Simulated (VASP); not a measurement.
# Se (Pm-3m) in VASP: settings compared

The runs below take Se through relaxation of cell and atoms, single point, with PBE, BLYP, r2SCAN, RPBE.

All numbers are computed with VASP 6.6.1; they aren't measurements. Logs are shortened: lines on timing, memory, paths and dates and some standing lists are left out, and cuts for length are marked.

## Step 1: The cell of the first run

Symmetry: Pm-3m, No. 221, cubic system. Conventional cell: a = 2.811 Å, b = 2.811 Å, c = 2.811 Å, α = 90.00°, β = 90.00°, γ = 90.00°. Within 3.7 Å of Se (site symmetry m-3m) lie 6 Se at 2.81 Å.

## Step 2: Relaxation of cell and atoms, PBE

Contents of INCAR:

```
SYSTEM = Se
PREC     = Accurate       ! precision mode
ENCUT    = 600            ! plane-wave cutoff, eV
EDIFF    = 1E-6           ! SCF threshold, eV
ISMEAR   = -1             ! smearing method
SIGMA    = 0.05           ! smearing width, eV
LREAL    = .FALSE.        ! projectors in reciprocal space
LASPH    = .TRUE.         ! aspherical terms in the spheres
NELM     = 100            ! most SCF steps
ALGO     = Normal         ! electronic algorithm
ISIF     = 3              ! what is computed and relaxed
LWAVE    = .FALSE.        ! write WAVECAR
LCHARG   = .FALSE.        ! write CHGCAR
GGA      = PE             ! functional
IBRION   = 2              ! ionic algorithm
NSW      = 60             ! ionic steps
EDIFFG   = -0.01          ! ionic threshold
```

Contents of KPOINTS:

```
Automatic mesh
0
G
  9 9 9
  0 0 0
```

Contents of POSCAR:

```
Se
1.0
    2.8105630200      0.0000000000      0.0000000000
    0.0000000000      2.8105630200      0.0000000000
    0.0000000000      0.0000000000      2.8105630200
Se
1
Direct
    0.0000000000      0.0000000000      0.0000000000
```

Potentials or basis: VASP PAW PBE potentials, release 64 (Se).

On the command line:

```
$ cat potpaw_PBE.64/Se/POTCAR > POTCAR
$ mpirun -np 1 vasp_std > vasp.out
```

OUTCAR:

```text
SYSTEM = Se
   PREC = Accurate
   ENCUT = 600
   EDIFF = 1E-6
   ISMEAR = -1
   LREAL = .FALSE.
   LASPH = .TRUE.
   NELM = 100
   ISIF = 3
   GGA = PE
   IBRION = 2
   NSW = 60
   EDIFFG = -0.01

 ion  position               nearest neighbor table
   1  0.000  0.000  0.000-

  LATTYP: Found a simple cubic cell.
 ALAT       =     2.8105630200

  Lattice vectors:

 A1 = (   2.8105630200,   0.0000000000,   0.0000000000)
 A2 = (   0.0000000000,   2.8105630200,   0.0000000000)
 A3 = (   0.0000000000,   0.0000000000,   2.8105630200)

Analysis of symmetry for initial positions (statically):
=====================================================================
 Subroutine PRICEL returns:
 Original cell was already a primitive cell.

 Routine SETGRP: Setting up the symmetry group for a
 simple cubic supercell.

 Subroutine GETGRP returns: Found 48 space group operations
 (whereof 48 operations were pure point group operations)
 out of a pool of 48 trial point group operations.

The static configuration has the point symmetry O_h .

Analysis of symmetry for dynamics (positions and initial velocities):
=====================================================================
 Subroutine PRICEL returns:
 Original cell was already a primitive cell.

 Routine SETGRP: Setting up the symmetry group for a
 simple cubic supercell.

 Subroutine GETGRP returns: Found 48 space group operations
 (whereof 48 operations were pure point group operations)
 out of a pool of 48 trial point group operations.

The dynamic configuration has the point symmetry O_h .

 Subroutine INISYM returns: Found 48 space group operations
 (whereof 48 operations are pure point group operations),
 and found     1 'primitive' translations

----------------------------------------------------------------------------------------

                                     Primitive cell

  volume of cell :      22.2014

  direct lattice vectors                    reciprocal lattice vectors
     2.810563020  0.000000000  0.000000000     0.355800597  0.000000000  0.000000000
     0.000000000  2.810563020  0.000000000     0.000000000  0.355800597  0.000000000
[... 87 lines left out ...]
   IBRION =      2    ionic relax: 0-MD 1-quasi-New 2-CG
   NFREE  =      1    steps in history (QN), initial steepest desc. (CG)
   ISIF   =      3    stress and relaxation
   ISYM   =      2    0-nonsym 1-usesym 2-fastsym
   POTIM  = 0.5000    time-step for ionic-motion
   TEBEG  =    0.0;   TEEND  =   0.0 temperature during run
   PSTRESS=    0.0 pullay stress
   NELECT =       6.0000    total number of electrons
   NUPDOWN=      -1.0000    fix difference up-down
   EMIN   =  10.00;   EMAX   =-10.00  energy-range for DOS
   EFERMI =   0.00;   METHOD = LEGACY
   ISMEAR =    -1;   SIGMA  =   0.05  broadening in eV -4-tet -1-fermi 0-gaus
   EFERMI_NEDOS =   21; number of points for ismear=-14 and -15
   IALGO  =     38    algorithm
   IMIX   =      4    mixing-type and parameters
     AMIX     =   0.40;   BMIX     =  1.00
     AMIX_MAG =   1.60;   BMIX_MAG =  1.00
  volume/ion in A,a.u.               =      22.20       149.82
  Fermi-wavevector in a.u.,A,eV,Ry     =   1.058438  2.000157 15.242472  1.120290
  Thomas-Fermi vector in A             =   2.193747
   LORBIT       =      0    0 simple, 1 ext, 2 COOP (PROOUT), +10 PAW based schemes
   GGA     = PE    functional components
   LHFCALC =     F    Hartree Fock is set to
   AEXX    =    0.0000 exact exchange contribution
   IVDW    =     0    specifies the selected vdW correction
   LEPSILON=     F    determine dielectric tensor
   LRPA    =     F    only Hartree local field effects (RPA)
 conjugate gradient relaxation of ions
 non-spin polarized calculation
  energy-cutoff  :      600.00
  volume of cell :       22.20
 maximum number of plane-waves:       751
 NGX is ok and might be reduce to    24
   NGX = 11   NGY = 11   NGZ = 11

--------------------------------------- Ionic step        1  -------------------------------------------

 number of electron       5.9999999 magnetization

 Free energy of the ion-electron system (eV)
  ---------------------------------------------------
  ext. energy  EPLUGINS =         0.00000000
  ---------------------------------------------------
  free energy    TOTEN  =        -3.32955639 eV

  energy without entropy =       -3.32287755  energy(sigma->0) =       -3.32621697

------------------------ aborting loop because EDIFF is reached ----------------------------------------

  FORCE on cell =-STRESS in cart. coord.  units (eV):
  Direction    XX          YY          ZZ          XY          YZ          ZX
  --------------------------------------------------------------------------------------
  -------------------------------------------------------------------------------------
  Total        0.2823347      0.2823347      0.2823347      0.0000000      0.0000000      0.0000000
  in kB       20.3748673     20.3748673     20.3748673      0.0000000      0.0000000      0.0000000
  external PRESSURE =      20.3748673 kB  Pullay stress =       0.0000000 kB
[... 57 lines left out ...]
--------------------------------------- Ionic step        3  -------------------------------------------

 number of electron       5.9999999 magnetization

 Free energy of the ion-electron system (eV)
  ---------------------------------------------------
  ext. energy  EPLUGINS =         0.00000000
  ---------------------------------------------------
  free energy    TOTEN  =        -3.33340224 eV

  energy without entropy =       -3.32699755  energy(sigma->0) =       -3.33019989

 E-fermi :   4.5793     XC(G=0):  -9.8699

 val. band max:        4.5055874449   @ k =   0.4444   0.3333   0.2222
 cond. band min:       4.6157864034   @ k =   0.1111   0.1111   0.1111
 fundamental gap:      0.1101989586
 Fermi energy:         4.5793002226

 k-point     1 :       0.0000    0.0000    0.0000
  band No.  band energies     occupation
      1     -11.3663      2.00000
      2       5.9602      0.00000
      3       5.9602      0.00000
      4       5.9602      0.00000
      5      12.3661      0.00000
      6      12.3661      0.00000
      7      12.3968      0.00000
[... 221 lines left out ...]
 k-point    24 :       0.4444    0.3333    0.1111
  band No.  band energies     occupation
      1      -7.9263      2.00000
      2      -0.6275      2.00000
      3       1.2951      2.00000
      4       6.8994      0.00000
      5       9.5658      0.00000
      6      16.5102      0.00000
      7      17.8800      0.00000

 [... further k-points ...]
[... 5 lines left out ...]
  --------------------------------------------------------------------------------------
  -------------------------------------------------------------------------------------
  Total        0.0014968      0.0014968      0.0014968     -0.0000000      0.0000000      0.0000000
  in kB        0.1050756      0.1050756      0.1050756     -0.0000000      0.0000000      0.0000000
  external PRESSURE =       0.1050756 kB  Pullay stress =       0.0000000 kB
[... 16 lines left out ...]
  FREE ENERGIE OF THE ION-ELECTRON SYSTEM (eV)
  ---------------------------------------------------
  free  energy   TOTEN  =        -3.3334022389 eV

  energy  without entropy=       -3.3269975510  energy(sigma->0) =       -3.33019989

 reached required accuracy - stopping structural energy minimisation
```

OSZICAR:

```text
N       E                     dE             d eps       ncg     rms          rms(c)
DAV:   1     0.109830719861E+02    0.10983E+02   -0.30313E+03   490   0.817E+02
DAV:   2    -0.308664429652E+01   -0.14070E+02   -0.13654E+02   700   0.863E+01
DAV:   3    -0.332327396815E+01   -0.23663E+00   -0.23612E+00   574   0.129E+01
[... 17 lines left out ...]
DAV:   1    -0.333579050167E+01   -0.32088E-02   -0.70316E-02   490   0.173E+00    0.258E-01
DAV:   2    -0.333403501779E+01    0.17555E-02   -0.17785E-03   518   0.313E-01    0.131E-01
DAV:   3    -0.333339929706E+01    0.63572E-03   -0.19850E-03   504   0.267E-01    0.340E-02
DAV:   4    -0.333340212239E+01   -0.28253E-05   -0.89918E-06   539   0.294E-02    0.126E-02
DAV:   5    -0.333340223889E+01   -0.11650E-06   -0.15422E-06   539   0.930E-03
   3 F= -.33334022E+01 E0= -.33301999E+01  d E =-.384585E-02
```

CONTCAR:

```text
Se
   1.00000000000000
     2.8365266805754361   -0.0000000000000000    0.0000000000000000
     0.0000000000000000    2.8365266805754361   -0.0000000000000000
     0.0000000000000000    0.0000000000000000    2.8365266805754361
  Se
     1
Direct
     0.0000000000000000    0.0000000000000000    0.0000000000000000

  0.00000000E+00  0.00000000E+00  0.00000000E+00
```

It took 19 s on 1 thread of Intel Xeon 8259CL, shared host; peak memory 0.14 GiB.

Results:

- Free energy: -3.3334 eV
- Relaxed volume: 22.82 Å³/atom
- Relaxed cell: a = 2.837 Å, b = 2.837 Å, c = 2.837 Å, α = 90.00°, β = 90.00°, γ = 90.00°
- Space group after relaxing (to 0.05 Å): Pm-3m (No. 221)
- Energy gained by relaxing: 3.8 meV/atom
- Ionic steps: 3
- Pressure after relaxing: 0.0 GPa
- Band gap on the k mesh: zero (band 3 reaches 7.30 eV, above the bottom of band 4 at 1.40 eV)

Step by step:
```csv
step,energy change (eV),largest force (eV/Å),pressure (GPa),volume (Å³)
1,0.0000,0.0000,2.04,22.20
2,-0.0030,0.0000,-0.87,23.12
3,-0.0038,0.0000,0.01,22.82
```

Final structure:
```
Se
1.0
     2.83653    0.00000    0.00000
     0.00000    2.83653    0.00000
     0.00000    0.00000    2.83653
Se
1
Cartesian
  0.0000 0.0000 0.0000
```

Levels at points of the mesh, in eV from the Fermi level:
```
           k point  band 1  band 2  band 3  band 4  band 5  band 6  band 7
(0.00, 0.00, 0.00)  -15.95    1.38    1.38    1.38    7.79    7.79    7.82
```

## Step 3: Relaxation of cell and atoms, BLYP

Contents of INCAR:

```
SYSTEM = Se
PREC     = Accurate       ! precision mode
ENCUT    = 600            ! plane-wave cutoff, eV
EDIFF    = 1E-7           ! SCF threshold, eV
ISMEAR   = -1             ! smearing method
SIGMA    = 0.05           ! smearing width, eV
LREAL    = .False.        ! projectors in reciprocal space
LASPH    = .True.         ! aspherical terms in the spheres
NELM     = 80             ! most SCF steps
ALGO     = Normal         ! electronic algorithm
ISIF     = 3              ! what is computed and relaxed
LWAVE    = .False.        ! write WAVECAR
LCHARG   = .False.        ! write CHGCAR
GGA      = B5             ! functional
ALDAX    = 1.0          
AGGAX    = 1.0          
AGGAC    = 1.0          
ALDAC    = 0.0          
IBRION   = 2              ! ionic algorithm
NSW      = 60             ! ionic steps
EDIFFG   = -0.01          ! ionic threshold
```

Contents of KPOINTS:

```
regular mesh
0
Gamma
  9 9 9
  0 0 0
```

POSCAR is that of step 2.

Potentials or basis: VASP PAW PBE potentials, release 64 (Se).

On the command line:

```
$ cat potpaw_PBE.64/Se/POTCAR > POTCAR
$ mpirun -np 1 vasp_std > vasp.out
```

It took 50 s on 1 thread of Intel Xeon 8259CL, shared host; peak memory 0.14 GiB.

The run converged. Its results:

```
Free energy                            : -2.7653 eV
Relaxed volume                         : 24.80 Å³/atom
Relaxed cell                           : a = 2.916 Å, b = 2.916 Å, c = 2.916 Å, α = 90.00°, β = 90.00°, γ = 90.00°
Space group after relaxing (to 0.05 Å) : Pm-3m (No. 221)
Energy gained by relaxing              : 58.9 meV/atom
Ionic steps                            : 3
Pressure after relaxing                : 0.0 GPa
Band gap on the k mesh                 : zero (band 3 reaches 6.37 eV, above the bottom of band 4 at 1.14 eV)
```

Step by step:
```csv
step,energy change (eV),largest force (eV/Å),pressure (GPa),volume (Å³)
1,0.0000,0.0000,8.01,22.20
2,-0.0502,0.0000,-2.31,25.96
3,-0.0589,0.0000,0.02,24.80
```

Final structure:
```
CELL_PARAMETERS angstrom
2.91607 0.00000 0.00000
0.00000 2.91607 0.00000
0.00000 0.00000 2.91607
ATOMIC_POSITIONS crystal
Se 0.00000 0.00000 0.00000
```

Levels at points of the mesh, in eV from the Fermi level:
| k point | band 1 | band 2 | band 3 | band 4 | band 5 | band 6 |
| --- | --- | --- | --- | --- | --- | --- |
| (0.00, 0.00, 0.00) | -15.26 | 1.21 | 1.21 | 1.21 | 7.72 | 8.10 |

Caveat: the PAW data sets were made with another functional, which shifts forces and pressure a little.

## Step 4: Relaxation of cell and atoms, r2SCAN

POSCAR is that of step 3.

Contents of INCAR.step1:

```
SYSTEM = Se
ALGO     = Normal         ! electronic algorithm
EDIFF    = 1E-4           ! SCF threshold, eV
ENCUT    = 600            ! plane-wave cutoff, eV
GGA      = PE             ! functional
ISMEAR   = -1             ! smearing method
LASPH    = .True.         ! aspherical terms in the spheres
LCHARG   = .False.        ! write CHGCAR
LREAL    = .False.        ! projectors in reciprocal space
LWAVE    = .True.         ! write WAVECAR
NELM     = 60             ! most SCF steps
PREC     = Accurate       ! precision mode
SIGMA    = 0.05           ! smearing width, eV
```

Contents of INCAR.step2:

```
SYSTEM = Se
ALGO     = Normal         ! electronic algorithm
EDIFF    = 1E-7           ! SCF threshold, eV
EDIFFG   = -0.01          ! ionic threshold
ENCUT    = 600            ! plane-wave cutoff, eV
IBRION   = 2              ! ionic algorithm
ISIF     = 3              ! what is computed and relaxed
ISMEAR   = -1             ! smearing method
ISTART   = 1            
LASPH    = .True.         ! aspherical terms in the spheres
LCHARG   = .False.        ! write CHGCAR
LMIXTAU  = .True.       
LREAL    = .False.        ! projectors in reciprocal space
LWAVE    = .False.        ! write WAVECAR
METAGGA  = R2SCAN         ! meta-GGA
NELM     = 60             ! most SCF steps
NSW      = 60             ! ionic steps
PREC     = Accurate       ! precision mode
SIGMA    = 0.05           ! smearing width, eV
```

Contents of KPOINTS:

```
k-points
0
Gamma
  9 9 9
  0 0 0
```

Potentials or basis: VASP PAW PBE potentials, release 64 (Se).

On the command line:

```
$ cat potpaw_PBE.64/Se/POTCAR > POTCAR
$ cp INCAR.step1 INCAR
$ mpirun -np 1 vasp_std > vasp.out
$ cp INCAR.step2 INCAR
$ mpirun -np 1 vasp_std > vasp.out
```

OUTCAR:

```text
SYSTEM = Se
   EDIFF = 1E-7
   EDIFFG = -0.01
   ENCUT = 600
   IBRION = 2
   ISIF = 3
   ISMEAR = -1
   ISTART = 1
   LASPH = .True.
   LREAL = .False.
   METAGGA = R2SCAN
   NELM = 60
   NSW = 60
   PREC = Accurate

 ion  position               nearest neighbor table
   1  0.000  0.000  0.000-

  LATTYP: Found a simple cubic cell.
 ALAT       =     2.8105630200

  Lattice vectors:

 A1 = (   2.8105630200,   0.0000000000,   0.0000000000)
 A2 = (   0.0000000000,   2.8105630200,   0.0000000000)
 A3 = (   0.0000000000,   0.0000000000,   2.8105630200)

Analysis of symmetry for initial positions (statically):
[... 250 lines left out ...]
  energy without entropy =      -14.05160044  energy(sigma->0) =      -14.05477872

 E-fermi :   4.6025     XC(G=0): -10.4743

 val. band max:        4.5621780375   @ k =   0.1111   0.1111   0.0000
 cond. band min:       4.6063738501   @ k =   0.1111   0.1111   0.1111
 fundamental gap:      0.0441958125
 Fermi energy:         4.6025009800

 k-point     1 :       0.0000    0.0000    0.0000
  band No.  band energies     occupation
      1     -12.2275      2.00000
      2       6.0666      0.00000
      3       6.0666      0.00000
      4       6.0666      0.00000
      5      12.7939      0.00000
      6      12.7939      0.00000
      7      13.3392      0.00000
[... 221 lines left out ...]
 k-point    24 :       0.4444    0.3333    0.1111
  band No.  band energies     occupation
      1      -8.4765      2.00000
      2      -0.9959      2.00000
      3       1.0683      2.00000
      4       7.1057      0.00000
      5       9.9505      0.00000
      6      17.2786      0.00000
      7      18.8012      0.00000

 [... further k-points ...]

------------------------ aborting loop because EDIFF is reached ----------------------------------------

  FORCE on cell =-STRESS in cart. coord.  units (eV):
  Direction    XX          YY          ZZ          XY          YZ          ZX
  --------------------------------------------------------------------------------------
  -------------------------------------------------------------------------------------
  Total        0.0008606      0.0008606      0.0008606     -0.0000000     -0.0000000      0.0000000
  in kB        0.0615171      0.0615171      0.0615171     -0.0000000     -0.0000000      0.0000000
  external PRESSURE =       0.0615171 kB  Pullay stress =       0.0000000 kB
[... 16 lines left out ...]
  FREE ENERGIE OF THE ION-ELECTRON SYSTEM (eV)
  ---------------------------------------------------
  free  energy   TOTEN  =       -14.0579570054 eV

  energy  without entropy=      -14.0516004353  energy(sigma->0) =      -14.05477872

 reached required accuracy - stopping structural energy minimisation
```

OSZICAR.step1:

```text
N       E                     dE             d eps       ncg     rms          rms(c)
DAV:   1     0.109830719861E+02    0.10983E+02   -0.30313E+03   490   0.817E+02
DAV:   2    -0.308664429652E+01   -0.14070E+02   -0.13654E+02   700   0.863E+01
DAV:   3    -0.332327396815E+01   -0.23663E+00   -0.23612E+00   574   0.129E+01
DAV:   4    -0.332363803010E+01   -0.36406E-03   -0.36406E-03   735   0.581E-01
DAV:   5    -0.332363837996E+01   -0.34986E-06   -0.34973E-06   581   0.129E-02    0.387E+00
DAV:   6    -0.332703921122E+01   -0.34008E-02   -0.65238E-04   644   0.249E-01    0.232E+00
DAV:   7    -0.332948439709E+01   -0.24452E-02   -0.16105E-03   546   0.384E-01    0.476E-02
DAV:   8    -0.332955077900E+01   -0.66382E-04   -0.75368E-05   623   0.757E-02
   1 F= -.33295508E+01 E0= -.33262106E+01  d E =-.668027E-02
```

Run time: 1.9 min. Hardware: 1 thread of Intel Xeon 8259CL, shared host; peak memory 0.14 GiB.

Results:

```
Free energy                            : -14.0580 eV
Relaxed volume                         : 22.41 Å³/atom
Relaxed cell                           : a = 2.820 Å, b = 2.820 Å, c = 2.820 Å, α = 90.00°, β = 90.00°, γ = 90.00°
Space group after relaxing (to 0.05 Å) : Pm-3m (No. 221)
Energy gained by relaxing              : 0.5 meV/atom
Ionic steps                            : 3
Pressure after relaxing                : 0.0 GPa
Band gap on the k mesh                 : zero (band 3 reaches 7.52 eV, above the bottom of band 4 at 1.15 eV)
```

Step by step:
```csv
step,energy change (eV),largest force (eV/Å),pressure (GPa),volume (Å³)
1,0.0000,0.0000,0.74,22.20
2,-0.0003,0.0000,-0.38,22.53
3,-0.0005,0.0000,0.01,22.41
```

Final structure:
```cif
data_structure
_symmetry_space_group_name_H-M 'P 1'
_symmetry_Int_Tables_number 1
_cell_length_a 2.8195
_cell_length_b 2.8195
_cell_length_c 2.8195
_cell_angle_alpha 90.000
_cell_angle_beta 90.000
_cell_angle_gamma 90.000
_cell_volume 22.41
loop_
_atom_site_label
_atom_site_type_symbol
_atom_site_fract_x
_atom_site_fract_y
_atom_site_fract_z
_atom_site_occupancy
Se1 Se 0.00000 0.00000 0.00000 1
```

Levels at points of the mesh, in eV from the Fermi level:
```csv
k point,band 1,band 2,band 3,band 4,band 5,band 6,band 7
"(0.00, 0.00, 0.00)",-16.83,1.46,1.46,1.46,8.19,8.19,8.74
```

Caveat: the PAW data sets were made with another functional, which shifts forces and pressure a little.

(Continued in part 2 of 2.)
